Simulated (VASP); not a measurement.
Runs of VASP 6.6.1 on TePb. The structure is that of space group Fm-3m (No. 225), or close to it. The cells are those of the table. 

```csv
task,cell,smearing,gap on the mesh (eV),pressure (GPa)
relaxation of cell and atoms,"relaxed from a = 4.569 Å, angles 60.0°, 2 atoms",gaussian 0.02 eV,0.65,0.0
single point,"a = 4.569 Å, angles 60.0°, 2 atoms",gaussian 0.1 eV,(a),-0.4
single point,"a = 4.557 Å, angles 60.0°, 2 atoms",gaussian 0.01 eV,0.65,0.0
single point,"a = 4.557 Å, angles 60.0°, 2 atoms",gaussian 0.02 eV,0.65,0.0
```

Alike in all rows: level PBEsol; potentials or basis VASP PAW PBE potentials, release 64 (Pb_d, Te); no spin polarisation; k mesh 6 × 6 × 6; cutoff (eV) 500.

**Question.** Estimate the missing entries.

**Answer.** (a) 0.67.

Caveats: the PAW data sets were made with another functional, which shifts forces and pressure a little; spin-orbit coupling is left out, which moves the levels of the heavy elements.

A k mesh can miss the band edges, and the runs leave out spin-orbit coupling on Pb, Te.
